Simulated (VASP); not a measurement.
# MgS (Fm-3m) in VASP: notebook

Aim: see how the results for MgS move with the level of theory and the settings. Levels: PBEsol, LDA. Tasks: single point.

Program: VASP 6.6.1. These are calculated values, not measurements. Logs are shortened: lines on timing, memory, paths and dates and some standing lists are left out, and cuts for length are marked.

## 1. The cell of the first run

The structure is cubic, space group Fm-3m (No. 225). Conventional cell: a = 5.203 Å, b = 5.203 Å, c = 5.203 Å, α = 90.00°, β = 90.00°, γ = 90.00°. Within 3.4 Å of Mg (site symmetry m-3m) lie 6 S at 2.60 Å. S (site symmetry m-3m) has 6 Mg at 2.60 Å within 3.4 Å.

## 2. Single point, PBEsol

The input, INCAR:

```
SYSTEM = MgS
PREC = Accurate ; ENCUT = 520
EDIFF = 1E-6 ; ISMEAR = 0
SIGMA = 0.05 ; LREAL = .False.
LASPH = .True. ; NELM = 100
ALGO = Normal ; ISIF = 2
LWAVE = .False. ; LCHARG = .True.
GGA = PS ; LELF = .True.
LVHAR = .True. ; NBANDS = 11
```

The input, KPOINTS:

```
regular mesh
0
Gamma
  10 10 10
  0 0 0
```

The input, POSCAR:

```
MgS
1.0
    0.0000000000      2.6016500000      2.6016500000
    2.6016500000      0.0000000000      2.6016500000
    2.6016500000      2.6016500000      0.0000000000
Mg S
1 1
Direct
    0.0000000000      0.0000000000      0.0000000000
    0.5000000000      0.5000000000      0.5000000000
```

Potentials or basis: VASP PAW PBE potentials, release 64 (Mg, S).

The run is started by

```
cat potpaw_PBE.64/Mg/POTCAR potpaw_PBE.64/S/POTCAR > POTCAR
mpirun -np 1 vasp_std > vasp.out
```

OUTCAR:

```text
SYSTEM = MgS
   PREC = Accurate
   ENCUT = 520
   EDIFF = 1E-6
   ISMEAR = 0
   LREAL = .False.
   LASPH = .True.
   NELM = 100
   ISIF = 2
   GGA = PS

 ion  position               nearest neighbor table
   1  0.000  0.000  0.000-   2 2.60   2 2.60   2 2.60   2 2.60   2 2.60   2 2.60
   2  0.500  0.500  0.500-   1 2.60   1 2.60   1 2.60   1 2.60   1 2.60   1 2.60

  LATTYP: Found a face centered cubic cell.
 ALAT       =     5.2033000000

  Lattice vectors:

 A1 = (   0.0000000000,   2.6016500000,   2.6016500000)
 A2 = (   2.6016500000,   0.0000000000,   2.6016500000)
 A3 = (   2.6016500000,   2.6016500000,   0.0000000000)

Analysis of symmetry for initial positions (statically):
=====================================================================
 Subroutine PRICEL returns:
 Original cell was already a primitive cell.

 Routine SETGRP: Setting up the symmetry group for a
 face centered cubic supercell.

 Subroutine GETGRP returns: Found 48 space group operations
 (whereof 48 operations were pure point group operations)
 out of a pool of 48 trial point group operations.

The static configuration has the point symmetry O_h .

Analysis of symmetry for dynamics (positions and initial velocities):
=====================================================================
 Subroutine PRICEL returns:
 Original cell was already a primitive cell.

 Routine SETGRP: Setting up the symmetry group for a
 face centered cubic supercell.

 Subroutine GETGRP returns: Found 48 space group operations
 (whereof 48 operations were pure point group operations)
 out of a pool of 48 trial point group operations.

The dynamic configuration has the point symmetry O_h .

 Subroutine INISYM returns: Found 48 space group operations
 (whereof 48 operations are pure point group operations),
 and found     1 'primitive' translations

----------------------------------------------------------------------------------------

                                     Primitive cell

  volume of cell :      35.2190

  direct lattice vectors                    reciprocal lattice vectors
     0.000000000  2.601650000  2.601650000    -0.192185728  0.192185728  0.192185728
     2.601650000  0.000000000  2.601650000     0.192185728 -0.192185728  0.192185728
     2.601650000  2.601650000  0.000000000     0.192185728  0.192185728 -0.192185728

  length of vectors
     3.679288715  3.679288715  3.679288715     0.332875446  0.332875446  0.332875446

  position of ions in fractional coordinates (direct lattice)
     0.000000000  0.000000000  0.000000000
     0.500000000  0.500000000  0.500000000

  ion indices of the primitive-cell ions
   primitive index   ion index
                 1           1
                 2           2

----------------------------------------------------------------------------------------

 KPOINTS: regular mesh

Automatic generation of k-mesh.
 Grid dimensions read from file:
 generate k-points for:   10   10   10

 Generating k-lattice:

  Cartesian coordinates                     Fractional coordinates (reciprocal lattice)
    -0.019218573  0.019218573  0.019218573     0.100000000  0.000000000  0.000000000
     0.019218573 -0.019218573  0.019218573     0.000000000  0.100000000  0.000000000
     0.019218573  0.019218573 -0.019218573     0.000000000  0.000000000  0.100000000

  Length of vectors
     0.033287545  0.033287545  0.033287545

  Shift w.r.t. Gamma in fractional coordinates (k-lattice)
     0.000000000  0.000000000  0.000000000

 Subroutine IBZKPT returns following result:
 ===========================================

 Found     47 irreducible k-points:

 Following reciprocal coordinates:
            Coordinates               Weight
  0.000000  0.000000  0.000000      1.000000
  0.100000  0.000000  0.000000      8.000000
  0.200000  0.000000  0.000000      8.000000
  0.300000  0.000000  0.000000      8.000000
  0.400000  0.000000  0.000000      8.000000
  0.500000  0.000000  0.000000      4.000000
[... 16 lines left out ...]
  0.300000  0.300000  0.000000      6.000000
  0.400000  0.300000  0.000000     24.000000
 [... further k-points ...]
   k-points           NKPTS =     47   k-points in BZ     NKDIM =     47   number of bands    NBANDS=     11
   number of dos      NEDOS =    301   number of ions     NIONS =      2
   total plane-waves  NPLWV =  21952
   dimension x,y,z NGX =    28 NGY =   28 NGZ =   28
   dimension x,y,z NGXF=    56 NGYF=   56 NGZF=   56
   ions per type =               1   1
   NGX,Y,Z   is equivalent  to a cutoff of  12.65, 12.65, 12.65 a.u.
   NGXF,Y,Z  is equivalent  to a cutoff of  25.30, 25.30, 25.30 a.u.
 SYSTEM =  MgS
   PREC   = accura    normal or accurate (medium, high low for compatibility)
   ISTART =      0    job   : 0-new  1-cont  2-samecut
   ICHARG =      2    charge: 1-file 2-atom 10-const
   ISPIN  =      1    spin polarized calculation?
   LNONCOLLINEAR =      F non collinear calculations
   LSORBIT =      F    spin-orbit coupling
   LASPH  =      T    aspherical Exc in radial PAW
   ENCUT  =  520.0 eV  38.22 Ry    6.18 a.u.   6.84  6.84  6.84*2*pi/ulx,y,z
   NELM   =    100;   NELMIN=  2; NELMDL= -5     # of ELM steps
   EDIFF  = 0.1E-05   stopping-criterion for ELM
   LREAL  =      F    real-space projection
   EDIFFG = 0.1E-04   stopping-criterion for IOM
   NSW    =      0    number of steps for IOM
   IBRION =     -1    ionic relax: 0-MD 1-quasi-New 2-CG
   NFREE  =      0    steps in history (QN), initial steepest desc. (CG)
   ISIF   =      2    stress and relaxation
   ISYM   =      2    0-nonsym 1-usesym 2-fastsym
   POTIM  = 0.5000    time-step for ionic-motion
   TEBEG  =    0.0;   TEEND  =   0.0 temperature during run
   PSTRESS=    0.0 pullay stress
   NELECT =       8.0000    total number of electrons
   NUPDOWN=      -1.0000    fix difference up-down
   EMIN   =  10.00;   EMAX   =-10.00  energy-range for DOS
   EFERMI =   0.00;   METHOD = LEGACY
   ISMEAR =     0;   SIGMA  =   0.05  broadening in eV -4-tet -1-fermi 0-gaus
   EFERMI_NEDOS =   21; number of points for ismear=-14 and -15
   IALGO  =     38    algorithm
   IMIX   =      4    mixing-type and parameters
     AMIX     =   0.40;   BMIX     =  1.00
     AMIX_MAG =   1.60;   BMIX_MAG =  1.00
  volume/ion in A,a.u.               =      17.61       118.83
  Fermi-wavevector in a.u.,A,eV,Ry     =   0.998878  1.887606 13.575323  0.997758
  Thomas-Fermi vector in A             =   2.131131
   LORBIT       =      0    0 simple, 1 ext, 2 COOP (PROOUT), +10 PAW based schemes
   GGA     = PS    functional components
   LHFCALC =     F    Hartree Fock is set to
   AEXX    =    0.0000 exact exchange contribution
   IVDW    =     0    specifies the selected vdW correction
   LEPSILON=     F    determine dielectric tensor
   LRPA    =     F    only Hartree local field effects (RPA)
 non-spin polarized calculation
 Gauss-broadening in eV      SIGMA  =   0.05
  energy-cutoff  :      520.00
  volume of cell :       35.22
 maximum number of plane-waves:       962
   NGX = 13   NGY = 13   NGZ = 13

 number of electron       8.0000000 magnetization

 Free energy of the ion-electron system (eV)
  ---------------------------------------------------
  ext. energy  EPLUGINS =         0.00000000
  ---------------------------------------------------
  free energy    TOTEN  =        -9.07357586 eV

  energy without entropy =       -9.07357586  energy(sigma->0) =       -9.07357586

 E-fermi :   3.9403     XC(G=0):  -9.8367

 val. band max:        3.6752746718   @ k =   0.0000   0.0000   0.0000
 cond. band min:       6.3794765675   @ k =   0.5000   0.5000   0.0000
 fundamental gap:      2.7042018957
 Fermi energy:         3.9402897017

 k-point     1 :       0.0000    0.0000    0.0000
  band No.  band energies     occupation
      1      -9.0079      2.00000
      2       3.6753      2.00000
      3       3.6753      2.00000
      4       3.6753      2.00000
      5       7.2683      0.00000
      6      11.5294      0.00000
      7      11.5294      0.00000
      8      11.5294      0.00000
      9      13.9867      0.00000
     10      13.9867      0.00000
     11      15.9712      0.00000

 k-point     2 :       0.1000    0.0000    0.0000
  band No.  band energies     occupation
      1      -8.9094      2.00000
      2       2.9335      2.00000
      3       3.6073      2.00000
      4       3.6073      2.00000
      5       7.8604      0.00000
      6      11.2609      0.00000
      7      11.7162      0.00000
      8      11.7162      0.00000
      9      13.4769      0.00000
     10      13.4769      0.00000
     11      16.3546      0.00000

 k-point     3 :       0.2000    0.0000    0.0000
  band No.  band energies     occupation
      1      -8.6312      2.00000
      2       1.5342      2.00000
      3       3.4423      2.00000
      4       3.4423      2.00000
      5       8.4947      0.00000
      6      11.3955      0.00000
      7      11.6948      0.00000
      8      11.6948      0.00000
      9      13.4039      0.00000
     10      13.4039      0.00000
     11      15.7579      0.00000

 k-point     4 :       0.3000    0.0000    0.0000
  band No.  band energies     occupation
      1      -8.2344      2.00000
      2       0.1713      2.00000
      3       3.2593      2.00000
      4       3.2593      2.00000
      5       8.4023      0.00000
      6      11.1135      0.00000
      7      11.1135      0.00000
      8      12.5275      0.00000
      9      14.5812      0.00000
     10      14.5812      0.00000
     11      15.1807      0.00000
[... 239 lines left out ...]
 k-point    22 :      -0.2000    0.2000    0.0000
  band No.  band energies     occupation
      1      -8.1059      2.00000
      2       0.4191      2.00000
      3       1.9870      2.00000
      4       3.3072      2.00000
      5       9.7776      0.00000
      6      10.8319      0.00000
      7      10.9458      0.00000
      8      11.4811      0.00000
      9      13.2004      0.00000
     10      17.0719      0.00000
     11      18.0258      0.00000

 k-point    23 :       0.3000    0.3000    0.0000
  band No.  band energies     occupation
      1      -7.9968      2.00000
      2       0.5406      2.00000
      3       2.4458      2.00000
      4       2.4458      2.00000
      5       7.9248      0.00000
      6       8.7210      0.00000
      7      12.6572      0.00000
      8      14.5194      0.00000
      9      14.5194      0.00000
     10      15.3752      0.00000
     11      19.8653      0.00000

 k-point    24 :       0.4000    0.3000    0.0000
  band No.  band energies     occupation
      1      -7.7071      2.00000
      2       0.0250      2.00000
      3       2.0103      2.00000
      4       2.2904      2.00000
      5       7.5440      0.00000
      6       8.7683      0.00000
      7      13.0585      0.00000
      8      14.1307      0.00000
      9      15.6724      0.00000
     10      16.9071      0.00000
     11      20.2449      0.00000

 [... further k-points ...]

------------------------ aborting loop because EDIFF is reached ----------------------------------------

  FORCE on cell =-STRESS in cart. coord.  units (eV):
  Direction    XX          YY          ZZ          XY          YZ          ZX
  --------------------------------------------------------------------------------------
  -------------------------------------------------------------------------------------
  Total       -0.2541275     -0.2541275     -0.2541275      0.0000000     -0.0000000     -0.0000000
  in kB      -11.5607407    -11.5607407    -11.5607407      0.0000000     -0.0000000     -0.0000000
  external PRESSURE =     -11.5607407 kB  Pullay stress =       0.0000000 kB

 VOLUME and BASIS-vectors are now :
 -----------------------------------------------------------------------------
  energy-cutoff  :      520.00
  volume of cell :       35.22
      direct lattice vectors                 reciprocal lattice vectors
     0.000000000  2.601650000  2.601650000    -0.192185728  0.192185728  0.192185728
     2.601650000  0.000000000  2.601650000     0.192185728 -0.192185728  0.192185728
     2.601650000  2.601650000  0.000000000     0.192185728  0.192185728 -0.192185728

 POSITION                                       TOTAL-FORCE (eV/Angst)
 -----------------------------------------------------------------------------------
      0.00000      0.00000      0.00000         0.000000      0.000000      0.000000
      2.60165      2.60165      2.60165        -0.000000     -0.000000     -0.000000
 -----------------------------------------------------------------------------------
    total drift:                                0.000000      0.000000      0.000000

  FREE ENERGIE OF THE ION-ELECTRON SYSTEM (eV)
  ---------------------------------------------------
  free  energy   TOTEN  =        -9.0735758631 eV

  energy  without entropy=       -9.0735758631  energy(sigma->0) =       -9.07357586
```

Wall time 13 s (1 thread of Intel Xeon 6975P-C, shared host); peak memory 0.16 GiB.

Results:

- Free energy: -9.0736 eV
- Pressure: -1.2 GPa
- Band gap on the k mesh: 2.70 eV, indirect (least direct gap 3.59 eV)

Caveat: the PAW data sets were made with another functional, which shifts forces and pressure a little. PBEsol gaps usually lie below the measured ones, often by a third to a half.

## 3. Single point, LDA

The input, INCAR:

```
SYSTEM = MgS
ALGO = Normal ; EDIFF = 1E-7
ENCUT = 520 ; GGA = CA
ISIF = 2 ; ISMEAR = 0
LASPH = .True. ; LCHARG = .True.
LELF = .True. ; LREAL = .False.
LVHAR = .True. ; LWAVE = .False.
NBANDS = 11 ; NELM = 100
PREC = Accurate ; SIGMA = 0.05
```

The input, KPOINTS:

```
k-points
0
Gamma
  10 10 10
  0 0 0
```

POSCAR is that of step 2.

Potentials or basis: VASP PAW LDA potentials, release 64 (Mg, S).

The run is started by

```
cat potpaw_LDA.64/Mg/POTCAR potpaw_LDA.64/S/POTCAR > POTCAR
mpirun -np 1 vasp_std > vasp.out
```

It took 14 s on 1 thread of Intel Xeon 6975P-C, shared host; peak memory 0.15 GiB.

It converged, with:

- Free energy: -9.5716 eV
- Pressure: -3.9 GPa
- Band gap on the k mesh: 2.56 eV, indirect (least direct gap 3.49 eV)

Levels at points of the mesh, in eV from the valence-band top:
| k point | band 1 | band 2 | band 3 | band 4 | band 5 | band 6 | band 7 | band 8 | band 9 |
| --- | --- | --- | --- | --- | --- | --- | --- | --- | --- |
| (0.00, 0.00, 0.00) | -12.64 | 0.00 | 0.00 | 0.00 | 3.49 | 7.84 | 7.84 | 7.84 | 10.27 |
| (0.50, 0.00, 0.00) | -11.31 | -4.91 | -0.59 | -0.59 | 4.38 | 6.74 | 6.74 | 9.84 | 11.94 |
| (0.50, 0.50, 0.00) | -10.93 | -4.25 | -1.71 | -1.71 | 2.56 | 4.25 | 11.79 | 12.76 | 13.09 |

A k mesh can miss the band edges.

## 4. Single point, PBEsol

This run uses another cell than the first one, of 19.72 Å³/atom, 1.120 times its volume.

The input, INCAR:

```
PREC = Accurate
ENCUT = 520
EDIFF = 1E-6
ISMEAR = 0
SIGMA = 0.05
LREAL = F
LASPH = T
NELM = 100
ALGO = Normal
ISIF = 2
LWAVE = F
LCHARG = T
GGA = PS
LELF = T
LVHAR = T
NBANDS = 11
```

The input, KPOINTS:

```
Automatic mesh
0
Gamma
  10 10 10
```

The input, POSCAR:

```
MgS
1.0
    0.0000000000      2.7018104560      2.7018104560
    2.7018104560      0.0000000000      2.7018104560
    2.7018104560      2.7018104560      0.0000000000
Mg S
1 1
Direct
    0.0000000000      0.0000000000      0.0000000000
    0.5000000000      0.5000000000      0.5000000000
```

Potentials or basis: VASP PAW PBE potentials, release 64 (Mg, S).

The run is started by

```
cat potpaw_PBE.64/Mg/POTCAR potpaw_PBE.64/S/POTCAR > POTCAR
mpirun -np 1 vasp_std > vasp.out
```

Run time: 15 s. Hardware: 1 thread of Intel Xeon 6975P-C, shared host; peak memory 0.17 GiB.

It converged, with:

| Property | Result |
| --- | --- |
| Free energy | -8.9478 eV |
| Pressure | -7.8 GPa |
| Band gap on the k mesh | 2.46 eV, indirect (least direct gap 2.77 eV) |

Levels at points of the mesh, in eV from the valence-band top:
| k point | band 1 | band 2 | band 3 | band 4 | band 5 | band 6 | band 7 | band 8 |
| --- | --- | --- | --- | --- | --- | --- | --- | --- |
| (0.00, 0.00, 0.00) | -12.08 | 0.00 | 0.00 | 0.00 | 2.77 | 7.90 | 7.90 | 7.90 |
| (0.50, 0.00, 0.00) | -11.03 | -4.33 | -0.48 | -0.48 | 4.23 | 6.68 | 6.68 | 8.87 |
| (0.50, 0.50, 0.00) | -10.73 | -3.70 | -1.47 | -1.47 | 2.46 | 4.55 | 10.80 | 12.14 |

Caveat: the PAW data sets were made with another functional, which shifts forces and pressure a little.

## 5. The runs side by side

| level | potentials or basis | cell | gap on the mesh (eV) | pressure (GPa) |
| --- | --- | --- | --- | --- |
| PBEsol | VASP PAW PBE potentials, release 64 (Mg, S) | a = 3.679 Å, angles 60.0°, 2 atoms | 2.70 | -1.2 |
| LDA | VASP PAW LDA potentials, release 64 (Mg, S) | a = 3.679 Å, angles 60.0°, 2 atoms | 2.56 | -3.9 |
| PBEsol | VASP PAW PBE potentials, release 64 (Mg, S) | a = 3.821 Å, angles 60.0°, 2 atoms | 2.46 | -7.8 |

Alike in all rows: task single point; no spin polarisation; k mesh 10 × 10 × 10; cutoff (eV) 520; smearing gaussian 0.05 eV.

Caveats: the PAW data sets were made with another functional, which shifts forces and pressure a little (some runs).

Absolute energies hang on the potentials; compare differences alone.
